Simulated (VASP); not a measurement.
# ZnS (F-43m) in VASP: a series of runs

ZnS is run at these levels: PBE; tasks: single point.

All numbers are computed with VASP 6.6.1; they aren't measurements. Logs are shortened: lines on timing, memory, paths and dates and some standing lists are left out, and cuts for length are marked.

**1. The cell of the first run**

The structure is cubic, space group F-43m (No. 216). The conventional cell has a = 5.373 Å, b = 5.373 Å, c = 5.373 Å, α = 90.00°, β = 90.00°, γ = 90.00°. Within 3.1 Å of Zn (site symmetry -43m) lie 4 S at 2.33 Å. Within 3.1 Å of S (site symmetry -43m) lie 4 Zn at 2.33 Å.

**2. Single point, PBE (volume scaled by 0.98)**

The input, INCAR:

```
PREC     = Accurate       # precision mode
ENCUT    = 520            # plane-wave cutoff, eV
EDIFF    = 1E-6           # SCF threshold, eV
ISMEAR   = -1             # smearing method
SIGMA    = 0.01           # smearing width, eV
LREAL    = False          # projectors in reciprocal space
LASPH    = True           # aspherical terms in the spheres
NELM     = 100            # most SCF steps
ALGO     = Normal         # electronic algorithm
ISIF     = 2              # what is computed and relaxed
LWAVE    = False          # write WAVECAR
LCHARG   = False          # write CHGCAR
GGA      = PE             # functional
NBANDS   = 16             # bands
```

The input, KPOINTS:

```
regular mesh
0
Gamma
  8 8 8
```

The input, POSCAR:

```
ZnS
1.0
    0.0000000000      2.6864974396      2.6864974396
    2.6864974396      0.0000000000      2.6864974396
    2.6864974396      2.6864974396      0.0000000000
Zn S
1 1
Direct
    0.0000000000      0.0000000000      0.0000000000
    0.7500000000      0.7500000000      0.7500000000
```

Potentials or basis: VASP PAW PBE potentials, release 64 (Zn, S).

On the command line:

```
> cat potpaw_PBE.64/Zn/POTCAR potpaw_PBE.64/S/POTCAR > POTCAR
> mpirun -np 1 vasp_std > vasp.out
```

OUTCAR:

```text
PREC = Accurate
   ENCUT = 520
   EDIFF = 1E-6
   ISMEAR = -1
   LREAL = False
   LASPH = True
   NELM = 100
   ISIF = 2
   GGA = PE

 ion  position               nearest neighbor table
   1  0.000  0.000  0.000-   2 2.33   2 2.33   2 2.33   2 2.33
   2  0.750  0.750  0.750-   1 2.33   1 2.33   1 2.33   1 2.33

  LATTYP: Found a face centered cubic cell.
 ALAT       =     5.3729948792

  Lattice vectors:

 A1 = (   0.0000000000,   2.6864974396,   2.6864974396)
 A2 = (   2.6864974396,   0.0000000000,   2.6864974396)
 A3 = (   2.6864974396,   2.6864974396,   0.0000000000)

Analysis of symmetry for initial positions (statically):
=====================================================================
 Subroutine PRICEL returns:
 Original cell was already a primitive cell.

 Routine SETGRP: Setting up the symmetry group for a
 face centered cubic supercell.

 Subroutine GETGRP returns: Found 24 space group operations
 (whereof 24 operations were pure point group operations)
 out of a pool of 48 trial point group operations.

The static configuration has the point symmetry T_d .

Analysis of symmetry for dynamics (positions and initial velocities):
=====================================================================
 Subroutine PRICEL returns:
 Original cell was already a primitive cell.

 Routine SETGRP: Setting up the symmetry group for a
 face centered cubic supercell.

 Subroutine GETGRP returns: Found 24 space group operations
 (whereof 24 operations were pure point group operations)
 out of a pool of 48 trial point group operations.

The dynamic configuration has the point symmetry T_d .

 Subroutine INISYM returns: Found 24 space group operations
 (whereof 24 operations are pure point group operations),
 and found     1 'primitive' translations

----------------------------------------------------------------------------------------

                                     Primitive cell

  volume of cell :      38.7783

  direct lattice vectors                    reciprocal lattice vectors
     0.000000000  2.686497440  2.686497440    -0.186115941  0.186115941  0.186115941
     2.686497440  0.000000000  2.686497440     0.186115941 -0.186115941  0.186115941
     2.686497440  2.686497440  0.000000000     0.186115941  0.186115941 -0.186115941

  length of vectors
     3.799281114  3.799281114  3.799281114     0.322362267  0.322362267  0.322362267

  position of ions in fractional coordinates (direct lattice)
     0.000000000  0.000000000  0.000000000
     0.750000000  0.750000000  0.750000000

  ion indices of the primitive-cell ions
   primitive index   ion index
                 1           1
                 2           2

----------------------------------------------------------------------------------------

 KPOINTS: regular mesh

Automatic generation of k-mesh.
 Grid dimensions read from file:
 generate k-points for:    8    8    8

 Generating k-lattice:

  Cartesian coordinates                     Fractional coordinates (reciprocal lattice)
    -0.023264493  0.023264493  0.023264493     0.125000000  0.000000000  0.000000000
     0.023264493 -0.023264493  0.023264493     0.000000000  0.125000000  0.000000000
     0.023264493  0.023264493 -0.023264493     0.000000000  0.000000000  0.125000000

  Length of vectors
     0.040295283  0.040295283  0.040295283

  Shift w.r.t. Gamma in fractional coordinates (k-lattice)
     0.000000000  0.000000000  0.000000000

 Subroutine IBZKPT returns following result:
 ===========================================

 Found     29 irreducible k-points:

 Following reciprocal coordinates:
            Coordinates               Weight
  0.000000  0.000000  0.000000      1.000000
  0.125000  0.000000  0.000000      8.000000
  0.250000  0.000000  0.000000      8.000000
  0.375000  0.000000  0.000000      8.000000
  0.500000  0.000000  0.000000      4.000000
  0.125000  0.125000  0.000000      6.000000
[... 16 lines left out ...]
  0.500000  0.250000  0.125000     48.000000
 -0.375000  0.250000  0.125000     24.000000
 [... further k-points ...]
   k-points           NKPTS =     29   k-points in BZ     NKDIM =     29   number of bands    NBANDS=     16
   number of dos      NEDOS =    301   number of ions     NIONS =      2
   total plane-waves  NPLWV =  21952
   dimension x,y,z NGX =    28 NGY =   28 NGZ =   28
   dimension x,y,z NGXF=    56 NGYF=   56 NGZF=   56
   ions per type =               1   1
   NGX,Y,Z   is equivalent  to a cutoff of  12.25, 12.25, 12.25 a.u.
   NGXF,Y,Z  is equivalent  to a cutoff of  24.50, 24.50, 24.50 a.u.
 SYSTEM =  unknown system
   PREC   = accura    normal or accurate (medium, high low for compatibility)
   ISTART =      0    job   : 0-new  1-cont  2-samecut
   ICHARG =      2    charge: 1-file 2-atom 10-const
   ISPIN  =      1    spin polarized calculation?
   LNONCOLLINEAR =      F non collinear calculations
   LSORBIT =      F    spin-orbit coupling
   LASPH  =      T    aspherical Exc in radial PAW
   ENCUT  =  520.0 eV  38.22 Ry    6.18 a.u.   7.06  7.06  7.06*2*pi/ulx,y,z
   NELM   =    100;   NELMIN=  2; NELMDL= -5     # of ELM steps
   EDIFF  = 0.1E-05   stopping-criterion for ELM
   LREAL  =      F    real-space projection
   EDIFFG = 0.1E-04   stopping-criterion for IOM
   NSW    =      0    number of steps for IOM
   IBRION =     -1    ionic relax: 0-MD 1-quasi-New 2-CG
   NFREE  =      0    steps in history (QN), initial steepest desc. (CG)
   ISIF   =      2    stress and relaxation
   ISYM   =      2    0-nonsym 1-usesym 2-fastsym
   POTIM  = 0.5000    time-step for ionic-motion
   TEBEG  =    0.0;   TEEND  =   0.0 temperature during run
   PSTRESS=    0.0 pullay stress
   NELECT =      18.0000    total number of electrons
   NUPDOWN=      -1.0000    fix difference up-down
   EMIN   =  10.00;   EMAX   =-10.00  energy-range for DOS
   EFERMI =   0.00;   METHOD = LEGACY
   ISMEAR =    -1;   SIGMA  =   0.01  broadening in eV -4-tet -1-fermi 0-gaus
   EFERMI_NEDOS =   21; number of points for ismear=-14 and -15
   IALGO  =     38    algorithm
   IMIX   =      4    mixing-type and parameters
     AMIX     =   0.40;   BMIX     =  1.00
     AMIX_MAG =   1.60;   BMIX_MAG =  1.00
  volume/ion in A,a.u.               =      19.39       130.84
  Fermi-wavevector in a.u.,A,eV,Ry     =   1.267562  2.395345 21.860666  1.606714
  Thomas-Fermi vector in A             =   2.400703
   LORBIT       =      0    0 simple, 1 ext, 2 COOP (PROOUT), +10 PAW based schemes
   GGA     = PE    functional components
   LHFCALC =     F    Hartree Fock is set to
   AEXX    =    0.0000 exact exchange contribution
   IVDW    =     0    specifies the selected vdW correction
   LEPSILON=     F    determine dielectric tensor
   LRPA    =     F    only Hartree local field effects (RPA)
 non-spin polarized calculation
  energy-cutoff  :      520.00
  volume of cell :       38.78
 maximum number of plane-waves:      1056
   NGX = 15   NGY = 15   NGZ = 15

 number of electron      18.0000011 magnetization

 Free energy of the ion-electron system (eV)
  ---------------------------------------------------
  ext. energy  EPLUGINS =         0.00000000
  ---------------------------------------------------
  free energy    TOTEN  =        -6.83668248 eV

  energy without entropy =       -6.83668248  energy(sigma->0) =       -6.83668248

 E-fermi :   2.4599     XC(G=0):  -9.7118

 val. band max:        2.2694959882   @ k =   0.0000   0.0000   0.0000
 cond. band min:       4.4598547246   @ k =   0.0000   0.0000   0.0000
 fundamental gap:      2.1903587364
 Fermi energy:         2.4598751497

 k-point     1 :       0.0000    0.0000    0.0000
  band No.  band energies     occupation
      1     -10.9927      2.00000
      2      -4.1399      2.00000
      3      -4.1399      2.00000
      4      -4.1399      2.00000
      5      -3.6210      2.00000
      6      -3.6210      2.00000
[... 8 lines left out ...]
     15      14.0522      0.00000
     16      14.2374      0.00000

 k-point     2 :       0.1250    0.0000    0.0000
  band No.  band energies     occupation
      1     -10.8724      2.00000
      2      -4.1402      2.00000
      3      -4.1181      2.00000
      4      -4.1181      2.00000
      5      -3.6227      2.00000
      6      -3.6227      2.00000
[... 8 lines left out ...]
     15      13.4529      0.00000
     16      15.0209      0.00000

 k-point     3 :       0.2500    0.0000    0.0000
  band No.  band energies     occupation
      1     -10.5576      2.00000
      2      -4.0962      2.00000
      3      -4.0704      2.00000
      4      -4.0704      2.00000
      5      -3.6194      2.00000
      6      -3.6194      2.00000
[... 8 lines left out ...]
     15      13.2547      0.00000
     16      14.5286      0.00000

 k-point     4 :       0.3750    0.0000    0.0000
  band No.  band energies     occupation
      1     -10.1989      2.00000
      2      -4.0326      2.00000
      3      -4.0326      2.00000
      4      -3.8792      2.00000
      5      -3.6017      2.00000
      6      -3.6017      2.00000
[... 8 lines left out ...]
     15      14.3821      0.00000
     16      14.3821      0.00000

 k-point     5 :       0.5000    0.0000    0.0000
  band No.  band energies     occupation
      1     -10.0335      2.00000
      2      -4.0208      2.00000
      3      -4.0208      2.00000
      4      -3.5892      2.00000
      5      -3.5892      2.00000
      6      -3.4136      2.00000
[... 8 lines left out ...]
     15      15.7222      0.00000
     16      15.7222      0.00000

 k-point     6 :       0.1250    0.1250    0.0000
  band No.  band energies     occupation
      1     -10.8323      2.00000
      2      -4.1620      2.00000
      3      -4.0995      2.00000
      4      -4.0995      2.00000
      5      -3.6384      2.00000
      6      -3.6094      2.00000
[... 8 lines left out ...]
     15      14.2542      0.00000
     16      15.5477      0.00000

 k-point     7 :       0.2500    0.1250    0.0000
  band No.  band energies     occupation
      1     -10.5814      2.00000
      2      -4.1554      2.00000
      3      -4.0490      2.00000
      4      -4.0486      2.00000
      5      -3.6466      2.00000
      6      -3.5987      2.00000
[... 8 lines left out ...]
     15      14.2350      0.00000
     16      16.0272      0.00000

 k-point     8 :       0.3750    0.1250    0.0000
  band No.  band energies     occupation
      1     -10.2318      2.00000
      2      -4.0705      2.00000
      3      -4.0040      2.00000
      4      -3.9512      2.00000
      5      -3.6199      2.00000
      6      -3.5863      2.00000
[... 8 lines left out ...]
     15      15.0087      0.00000
     16      15.4100      0.00000

 k-point     9 :       0.5000    0.1250    0.0000
  band No.  band energies     occupation
      1      -9.9923      2.00000
      2      -4.0243      2.00000
      3      -3.9880      2.00000
      4      -3.6856      2.00000
      5      -3.5861      2.00000
      6      -3.4601      2.00000
[... 8 lines left out ...]
     15      15.7416      0.00000
     16      15.8492      0.00000
[... 172 lines left out ...]
 k-point    19 :       0.5000    0.3750    0.0000
  band No.  band energies     occupation
      1      -9.7644      2.00000
      2      -4.1408      2.00000
      3      -3.8183      2.00000
      4      -3.7983      2.00000
      5      -3.5555      2.00000
      6      -3.4232      2.00000
[... 8 lines left out ...]
     15      16.0090      0.00000
     16      17.1805      0.00000

 k-point    20 :      -0.3750    0.3750    0.0000
  band No.  band energies     occupation
      1      -9.7347      2.00000
      2      -4.0621      2.00000
      3      -3.8468      2.00000
      4      -3.7305      2.00000
      5      -3.5842      2.00000
      6      -3.2607      2.00000
[... 8 lines left out ...]
     15      14.7795      0.00000
     16      18.1792      0.00000

 k-point    21 :       0.5000    0.5000    0.0000
  band No.  band energies     occupation
      1      -9.7103      2.00000
      2      -4.1826      2.00000
      3      -3.7832      2.00000
      4      -3.7832      2.00000
      5      -3.5419      2.00000
      6      -3.3984      2.00000
[... 8 lines left out ...]
     15      16.0105      0.00000
     16      16.8709      0.00000

 k-point    22 :       0.3750    0.2500    0.1250
  band No.  band energies     occupation
      1     -10.3104      2.00000
      2      -4.1230      2.00000
      3      -4.0033      2.00000
      4      -3.9762      2.00000
      5      -3.6449      2.00000
      6      -3.5811      2.00000
[... 8 lines left out ...]
     15      15.1004      0.00000
     16      17.4751      0.00000

 k-point    23 :       0.5000    0.2500    0.1250
  band No.  band energies     occupation
      1     -10.0103      2.00000
      2      -4.0286      2.00000
      3      -3.9718      2.00000
      4      -3.8299      2.00000
      5      -3.6031      2.00000
      6      -3.5473      2.00000
[... 8 lines left out ...]
     15      16.1249      0.00000
     16      16.6598      0.00000

 k-point    24 :      -0.3750    0.2500    0.1250
  band No.  band energies     occupation
      1      -9.8755      2.00000
      2      -4.0102      2.00000
      3      -3.9491      2.00000
      4      -3.6807      2.00000
      5      -3.6084      2.00000
      6      -3.3427      2.00000
[... 8 lines left out ...]
     15      15.7988      0.00000
     16      16.6110      0.00000

 [... further k-points ...]
[... 5 lines left out ...]
  --------------------------------------------------------------------------------------
  -------------------------------------------------------------------------------------
  Total        0.7626865      0.7626865      0.7626865     -0.0000000      0.0000000      0.0000000
  in kB       31.5113734     31.5113734     31.5113734     -0.0000000      0.0000000      0.0000000
  external PRESSURE =      31.5113734 kB  Pullay stress =       0.0000000 kB

 VOLUME and BASIS-vectors are now :
 -----------------------------------------------------------------------------
  energy-cutoff  :      520.00
  volume of cell :       38.78
      direct lattice vectors                 reciprocal lattice vectors
     0.000000000  2.686497440  2.686497440    -0.186115941  0.186115941  0.186115941
     2.686497440  0.000000000  2.686497440     0.186115941 -0.186115941  0.186115941
     2.686497440  2.686497440  0.000000000     0.186115941  0.186115941 -0.186115941

 POSITION                                       TOTAL-FORCE (eV/Angst)
 -----------------------------------------------------------------------------------
      0.00000      0.00000      0.00000        -0.000000     -0.000000     -0.000000
      4.02975      4.02975      4.02975         0.000000      0.000000      0.000000
 -----------------------------------------------------------------------------------
    total drift:                               -0.000001     -0.000001     -0.000001

  FREE ENERGIE OF THE ION-ELECTRON SYSTEM (eV)
  ---------------------------------------------------
  free  energy   TOTEN  =        -6.8366824820 eV

  energy  without entropy=       -6.8366824819  energy(sigma->0) =       -6.83668248
```

Wall time 9.1 s (1 thread of AMD EPYC 9R45 (Zen 5), shared host); peak memory 0.13 GiB.

Results:

| Quantity | Value |
| --- | --- |
| Free energy | -6.8367 eV |
| Pressure | 3.2 GPa |
| Band gap on the k mesh | 2.19 eV, direct |

(Part 1 of 2 ends here.)
